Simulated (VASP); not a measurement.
# BP (ae) (F-43m) in VASP: a series of runs

The runs below take BP (ae) through single point, relaxation of cell and atoms, with PBE.

Program: VASP 6.6.1. These are calculated values, not measurements. Logs are shortened: lines on timing, memory, paths and dates and some standing lists are left out, and cuts for length are marked.

### Step 1. The cell of the first run

The structure is cubic, space group F-43m (No. 216). Conventional cell: a = 4.502 Å, b = 4.502 Å, c = 4.502 Å, α = 90.00°, β = 90.00°, γ = 90.00°. B (site symmetry -43m) has 4 P at 1.95 Å within 2.6 Å. P (site symmetry -43m) has 4 B at 1.95 Å within 2.6 Å.

### Step 2. Single point, PBE (volume scaled by 0.97)

Input file INCAR:

```
SYSTEM = BP
PREC = Accurate
ENCUT = 500
EDIFF = 1E-6
ISMEAR = 0
SIGMA = 0.02
LREAL = .False.
LASPH = .True.
NELM = 120
ALGO = Normal
ISIF = 2
LWAVE = .False.
LCHARG = .False.
GGA = PE
NBANDS = 11
GGA_COMPAT = .False.
```

Input file KPOINTS:

```
regular mesh
0
Gamma
  10 10 10
  0 0 0
```

Input file POSCAR:

```
BP
1.0
    0.0000000000      2.2511019257      2.2511019257
    2.2511019257      0.0000000000      2.2511019257
    2.2511019257      2.2511019257      0.0000000000
B P
1 1
Direct
    0.0000000000      0.0000000000      0.0000000000
    0.2500000000      0.2500000000      0.2500000000
```

Potentials or basis: VASP PAW PBE potentials, release 64 (B, P).

Started as:

```console
cat potpaw_PBE.64/B/POTCAR potpaw_PBE.64/P/POTCAR > POTCAR
mpirun -np 1 vasp_std > vasp.out
```

OUTCAR:

```text
SYSTEM = BP
   PREC = Accurate
   ENCUT = 500
   EDIFF = 1E-6
   ISMEAR = 0
   LREAL = .False.
   LASPH = .True.
   NELM = 120
   ISIF = 2
   GGA = PE

 ion  position               nearest neighbor table
   1  0.000  0.000  0.000-   2 1.95   2 1.95   2 1.95   2 1.95
   2  0.250  0.250  0.250-   1 1.95   1 1.95   1 1.95   1 1.95

  LATTYP: Found a face centered cubic cell.
 ALAT       =     4.5022038514

  Lattice vectors:

 A1 = (   0.0000000000,   2.2511019257,   2.2511019257)
 A2 = (   2.2511019257,   0.0000000000,   2.2511019257)
 A3 = (   2.2511019257,   2.2511019257,   0.0000000000)

Analysis of symmetry for initial positions (statically):
=====================================================================
 Subroutine PRICEL returns:
 Original cell was already a primitive cell.

 Routine SETGRP: Setting up the symmetry group for a
 face centered cubic supercell.

 Subroutine GETGRP returns: Found 24 space group operations
 (whereof 24 operations were pure point group operations)
 out of a pool of 48 trial point group operations.

The static configuration has the point symmetry T_d .

Analysis of symmetry for dynamics (positions and initial velocities):
=====================================================================
 Subroutine PRICEL returns:
 Original cell was already a primitive cell.

 Routine SETGRP: Setting up the symmetry group for a
 face centered cubic supercell.

 Subroutine GETGRP returns: Found 24 space group operations
 (whereof 24 operations were pure point group operations)
 out of a pool of 48 trial point group operations.

The dynamic configuration has the point symmetry T_d .

 Subroutine INISYM returns: Found 24 space group operations
 (whereof 24 operations are pure point group operations),
 and found     1 'primitive' translations

----------------------------------------------------------------------------------------

                                     Primitive cell

  volume of cell :      22.8147

  direct lattice vectors                    reciprocal lattice vectors
     0.000000000  2.251101926  2.251101926    -0.222113443  0.222113443  0.222113443
     2.251101926  0.000000000  2.251101926     0.222113443 -0.222113443  0.222113443
     2.251101926  2.251101926  0.000000000     0.222113443  0.222113443 -0.222113443

  length of vectors
     3.183538874  3.183538874  3.183538874     0.384711769  0.384711769  0.384711769

  position of ions in fractional coordinates (direct lattice)
     0.000000000  0.000000000  0.000000000
     0.250000000  0.250000000  0.250000000

  ion indices of the primitive-cell ions
   primitive index   ion index
                 1           1
                 2           2

----------------------------------------------------------------------------------------

 KPOINTS: regular mesh

Automatic generation of k-mesh.
 Grid dimensions read from file:
 generate k-points for:   10   10   10

 Generating k-lattice:

  Cartesian coordinates                     Fractional coordinates (reciprocal lattice)
    -0.022211344  0.022211344  0.022211344     0.100000000  0.000000000  0.000000000
     0.022211344 -0.022211344  0.022211344     0.000000000  0.100000000  0.000000000
     0.022211344  0.022211344 -0.022211344     0.000000000  0.000000000  0.100000000

  Length of vectors
     0.038471177  0.038471177  0.038471177

  Shift w.r.t. Gamma in fractional coordinates (k-lattice)
     0.000000000  0.000000000  0.000000000

 Subroutine IBZKPT returns following result:
 ===========================================

 Found     47 irreducible k-points:

 Following reciprocal coordinates:
            Coordinates               Weight
  0.000000  0.000000  0.000000      1.000000
  0.100000  0.000000  0.000000      8.000000
  0.200000  0.000000  0.000000      8.000000
  0.300000  0.000000  0.000000      8.000000
  0.400000  0.000000  0.000000      8.000000
  0.500000  0.000000  0.000000      4.000000
[... 16 lines left out ...]
  0.300000  0.300000  0.000000      6.000000
  0.400000  0.300000  0.000000     24.000000
 [... further k-points ...]
   k-points           NKPTS =     47   k-points in BZ     NKDIM =     47   number of bands    NBANDS=     11
   number of dos      NEDOS =    301   number of ions     NIONS =      2
   total plane-waves  NPLWV =  13824
   dimension x,y,z NGX =    24 NGY =   24 NGZ =   24
   dimension x,y,z NGXF=    48 NGYF=   48 NGZF=   48
   ions per type =               1   1
   NGX,Y,Z   is equivalent  to a cutoff of  12.53, 12.53, 12.53 a.u.
   NGXF,Y,Z  is equivalent  to a cutoff of  25.07, 25.07, 25.07 a.u.
 SYSTEM =  BP
   PREC   = accura    normal or accurate (medium, high low for compatibility)
   ISTART =      0    job   : 0-new  1-cont  2-samecut
   ICHARG =      2    charge: 1-file 2-atom 10-const
   ISPIN  =      1    spin polarized calculation?
   LNONCOLLINEAR =      F non collinear calculations
   LSORBIT =      F    spin-orbit coupling
   LASPH  =      T    aspherical Exc in radial PAW
   ENCUT  =  500.0 eV  36.75 Ry    6.06 a.u.   5.80  5.80  5.80*2*pi/ulx,y,z
   NELM   =    120;   NELMIN=  2; NELMDL= -5     # of ELM steps
   EDIFF  = 0.1E-05   stopping-criterion for ELM
   LREAL  =      F    real-space projection
   EDIFFG = 0.1E-04   stopping-criterion for IOM
   NSW    =      0    number of steps for IOM
   IBRION =     -1    ionic relax: 0-MD 1-quasi-New 2-CG
   NFREE  =      0    steps in history (QN), initial steepest desc. (CG)
   ISIF   =      2    stress and relaxation
   ISYM   =      2    0-nonsym 1-usesym 2-fastsym
   POTIM  = 0.5000    time-step for ionic-motion
   TEBEG  =    0.0;   TEEND  =   0.0 temperature during run
   PSTRESS=    0.0 pullay stress
   NELECT =       8.0000    total number of electrons
   NUPDOWN=      -1.0000    fix difference up-down
   EMIN   =  10.00;   EMAX   =-10.00  energy-range for DOS
   EFERMI =   0.00;   METHOD = LEGACY
   ISMEAR =     0;   SIGMA  =   0.02  broadening in eV -4-tet -1-fermi 0-gaus
   EFERMI_NEDOS =   21; number of points for ismear=-14 and -15
   IALGO  =     38    algorithm
   IMIX   =      4    mixing-type and parameters
     AMIX     =   0.40;   BMIX     =  1.00
     AMIX_MAG =   1.60;   BMIX_MAG =  1.00
  volume/ion in A,a.u.               =      11.41        76.98
  Fermi-wavevector in a.u.,A,eV,Ry     =   1.154427  2.181550 18.132496  1.332701
  Thomas-Fermi vector in A             =   2.291063
   LORBIT       =      0    0 simple, 1 ext, 2 COOP (PROOUT), +10 PAW based schemes
   GGA     = PE    functional components
   LHFCALC =     F    Hartree Fock is set to
   AEXX    =    0.0000 exact exchange contribution
   IVDW    =     0    specifies the selected vdW correction
   LEPSILON=     F    determine dielectric tensor
   LRPA    =     F    only Hartree local field effects (RPA)
 non-spin polarized calculation
 Gauss-broadening in eV      SIGMA  =   0.02
  energy-cutoff  :      500.00
  volume of cell :       22.81
 maximum number of plane-waves:       589
   NGX = 11   NGY = 11   NGZ = 11

 number of electron       8.0000001 magnetization

 Free energy of the ion-electron system (eV)
  ---------------------------------------------------
  ext. energy  EPLUGINS =         0.00000000
  ---------------------------------------------------
  free energy    TOTEN  =       -12.91993451 eV

  energy without entropy =      -12.91993451  energy(sigma->0) =      -12.91993451

 E-fermi :   7.8892     XC(G=0): -11.0098

 val. band max:        7.7165031568   @ k =   0.0000   0.0000   0.0000
 cond. band min:       8.9228470924   @ k =   0.4000   0.4000   0.0000
 fundamental gap:      1.2063439357
 Fermi energy:         7.8892092543

 k-point     1 :       0.0000    0.0000    0.0000
  band No.  band energies     occupation
      1      -7.9577      2.00000
      2       7.7165      2.00000
      3       7.7165      2.00000
      4       7.7165      2.00000
      5      11.1531      0.00000
      6      11.1531      0.00000
      7      11.1531      0.00000
      8      15.4551      0.00000
      9      19.3919      0.00000
     10      19.9135      0.00000
     11      19.9135      0.00000

 k-point     2 :       0.1000    0.0000    0.0000
  band No.  band energies     occupation
      1      -7.7740      2.00000
      2       6.3972      2.00000
      3       7.4154      2.00000
      4       7.4154      2.00000
      5      11.5700      0.00000
      6      11.5700      0.00000
      7      11.6134      0.00000
      8      15.9510      0.00000
      9      19.2139      0.00000
     10      19.2139      0.00000
     11      19.9737      0.00000

 k-point     3 :       0.2000    0.0000    0.0000
  band No.  band energies     occupation
      1      -7.2295      2.00000
      2       4.0201      2.00000
      3       6.8464      2.00000
      4       6.8464      2.00000
      5      11.8528      0.00000
      6      12.2988      0.00000
      7      12.2988      0.00000
      8      17.0526      0.00000
      9      18.6039      0.00000
     10      18.6039      0.00000
     11      20.8435      0.00000

 k-point     4 :       0.3000    0.0000    0.0000
  band No.  band energies     occupation
      1      -6.3534      2.00000
      2       1.6195      2.00000
      3       6.3499      2.00000
      4       6.3499      2.00000
      5      11.7845      0.00000
      6      12.6157      0.00000
      7      12.6157      0.00000
      8      17.8616      0.00000
      9      19.2073      0.00000
     10      19.2073      0.00000
     11      21.1448      0.00000

 k-point     5 :       0.4000    0.0000    0.0000
  band No.  band energies     occupation
      1      -5.2567      2.00000
      2      -0.4450      2.00000
      3       6.0359      2.00000
      4       6.0359      2.00000
      5      11.6815      0.00000
      6      12.5276      0.00000
      7      12.5276      0.00000
      8      17.9778      0.00000
      9      20.9474      0.00000
     10      20.9474      0.00000
     11      22.0680      0.00000
[... 211 lines left out ...]
 k-point    21 :      -0.3000    0.2000    0.0000
  band No.  band energies     occupation
      1      -5.0307      2.00000
      2       0.6316      2.00000
      3       2.9686      2.00000
      4       5.7615      2.00000
      5      11.6388      0.00000
      6      13.9193      0.00000
      7      14.7584      0.00000
      8      17.2367      0.00000
      9      18.1460      0.00000
     10      20.5596      0.00000
     11      24.9342      0.00000

 k-point    22 :      -0.2000    0.2000    0.0000
  band No.  band energies     occupation
      1      -6.0559      2.00000
      2       2.4106      2.00000
      3       3.4518      2.00000
      4       6.4531      2.00000
      5      12.2496      0.00000
      6      13.0961      0.00000
      7      14.2081      0.00000
      8      16.2228      0.00000
      9      17.2375      0.00000
     10      21.5127      0.00000
     11      23.8397      0.00000

 k-point    23 :       0.3000    0.3000    0.0000
  band No.  band energies     occupation
      1      -5.7995      2.00000
      2       2.8607      2.00000
      3       4.4263      2.00000
      4       4.4263      2.00000
      5       9.2225      0.00000
      6      11.6149      0.00000
      7      16.7322      0.00000
      8      16.7322      0.00000
      9      21.0905      0.00000
     10      22.2089      0.00000
     11      24.5637      0.00000

 k-point    24 :       0.4000    0.3000    0.0000
  band No.  band energies     occupation
      1      -4.9551      2.00000
      2       1.5047      2.00000
      3       3.5789      2.00000
      4       4.1264      2.00000
      5       9.5092      0.00000
      6      11.3323      0.00000
      7      17.3552      0.00000
      8      17.3721      0.00000
      9      21.9979      0.00000
     10      23.1150      0.00000
     11      25.1203      0.00000

 [... further k-points ...]

------------------------ aborting loop because EDIFF is reached ----------------------------------------

  FORCE on cell =-STRESS in cart. coord.  units (eV):
  Direction    XX          YY          ZZ          XY          YZ          ZX
  --------------------------------------------------------------------------------------
  -------------------------------------------------------------------------------------
  Total        0.7129948      0.7129948      0.7129948      0.0000000      0.0000000     -0.0000000
  in kB       50.0704502     50.0704502     50.0704502      0.0000000      0.0000000     -0.0000000
  external PRESSURE =      50.0704502 kB  Pullay stress =       0.0000000 kB

 VOLUME and BASIS-vectors are now :
 -----------------------------------------------------------------------------
  energy-cutoff  :      500.00
  volume of cell :       22.81
      direct lattice vectors                 reciprocal lattice vectors
     0.000000000  2.251101926  2.251101926    -0.222113443  0.222113443  0.222113443
     2.251101926  0.000000000  2.251101926     0.222113443 -0.222113443  0.222113443
     2.251101926  2.251101926  0.000000000     0.222113443  0.222113443 -0.222113443

 POSITION                                       TOTAL-FORCE (eV/Angst)
 -----------------------------------------------------------------------------------
      0.00000      0.00000      0.00000        -0.000000     -0.000000     -0.000000
      1.12555      1.12555      1.12555         0.000000      0.000000      0.000000
 -----------------------------------------------------------------------------------
    total drift:                                0.000000      0.000000      0.000000

  FREE ENERGIE OF THE ION-ELECTRON SYSTEM (eV)
  ---------------------------------------------------
  free  energy   TOTEN  =       -12.9199345123 eV

  energy  without entropy=      -12.9199345123  energy(sigma->0) =      -12.91993451
```

It took 9.2 s on 1 thread of AMD EPYC 9R45 (Zen 5), shared host; peak memory 0.1 GiB.

What came out:

| Quantity | Value |
| --- | --- |
| Free energy | -12.9199 eV |
| Pressure | 5.0 GPa |
| Band gap on the k mesh | 1.21 eV, indirect (least direct gap 3.44 eV) |

### Step 3. Single point, PBE (volume scaled by 1.03)

Input file INCAR:

```
PREC = Accurate
ENCUT = 500
EDIFF = 1E-6
ISMEAR = 0
SIGMA = 0.02
LREAL = False
LASPH = True
NELM = 120
ALGO = Normal
ISIF = 2
LWAVE = False
LCHARG = True
GGA = PE
LELF = True
LVHAR = True
NBANDS = 11
GGA_COMPAT = False
```

Input file KPOINTS:

```
regular mesh
0
Gamma
  10 10 10
```

Input file POSCAR:

```
BP
1.0
    0.0000000000      2.2965909880      2.2965909880
    2.2965909880      0.0000000000      2.2965909880
    2.2965909880      2.2965909880      0.0000000000
B P
1 1
Direct
    0.0000000000      0.0000000000      0.0000000000
    0.2500000000      0.2500000000      0.2500000000
```

Potentials or basis: VASP PAW PBE potentials, release 64 (B, P).

Started as:

```console
cat potpaw_PBE.64/B/POTCAR potpaw_PBE.64/P/POTCAR > POTCAR
mpirun -np 1 vasp_std > vasp.out
```

It took 10 s on 1 thread of AMD EPYC 9R45 (Zen 5), shared host; peak memory 0.1 GiB.

Results (log left out):

| Quantity | Value |
| --- | --- |
| Free energy | -12.9199 eV |
| Pressure | -4.7 GPa |
| Band gap on the k mesh | 1.29 eV, indirect (least direct gap 3.35 eV) |

Levels at points of the mesh, in eV from the valence-band top:
```tsv
k point	band 1	band 2	band 3	band 4	band 5	band 6	band 7	band 8
(0.00, 0.00, 0.00)	-15.14	0.00	0.00	0.00	3.35	3.35	3.35	6.83
(0.50, 0.00, 0.00)	-11.95	-8.78	-1.71	-1.71	3.57	4.69	4.69	10.00
(0.50, 0.50, 0.00)	-10.48	-8.40	-3.98	-3.98	1.40	1.69	11.79	11.79
```

### Step 4. Single point, PBE (volume scaled by 1.06)

Input file INCAR:

```
  PREC = Accurate
  ENCUT = 500
  EDIFF = 1E-6
  ISMEAR = 0
  SIGMA = 0.02
  LREAL = False
  LASPH = True
  NELM = 120
  ALGO = Normal
  ISIF = 2
  LWAVE = False
  LCHARG = True
  GGA = PE
  LELF = True
  LVHAR = True
  NBANDS = 11
  GGA_COMPAT = False
```

KPOINTS is that of step 3.

Input file POSCAR:

```
BP
1.0
    0.0000000000      2.3186749485      2.3186749485
    2.3186749485      0.0000000000      2.3186749485
    2.3186749485      2.3186749485      0.0000000000
B P
1 1
Direct
    0.0000000000      0.0000000000      0.0000000000
    0.2500000000      0.2500000000      0.2500000000
```

Started as:

```console
cat potpaw_PBE.64/B/POTCAR potpaw_PBE.64/P/POTCAR > POTCAR
mpirun -np 1 vasp_std > vasp.out
```

Run time: 11 s. Hardware: 1 thread of AMD EPYC 9R45 (Zen 5), shared host; peak memory 0.1 GiB.

The run converged. Its results:

```yaml
Free_energy: -12.8907 eV
Pressure: -8.6 GPa
Band_gap_on_the_k_mesh: 1.33 eV, indirect (least direct gap 3.31 eV)
```

Levels at points of the mesh, in eV from the valence-band top:
| k point | band 1 | band 2 | band 3 | band 4 | band 5 | band 6 | band 7 | band 8 | band 9 |
| --- | --- | --- | --- | --- | --- | --- | --- | --- | --- |
| (0.00, 0.00, 0.00) | -14.89 | 0.00 | 0.00 | 0.00 | 3.31 | 3.31 | 3.31 | 6.41 | 11.09 |
| (0.50, 0.00, 0.00) | -11.81 | -8.58 | -1.68 | -1.68 | 3.40 | 4.67 | 4.67 | 9.90 | 14.21 |
| (0.50, 0.50, 0.00) | -10.38 | -8.25 | -3.88 | -3.88 | 1.46 | 1.72 | 11.52 | 11.52 | 14.47 |

 A k mesh can miss the band edges.

(Part 1 of 2 ends here.)
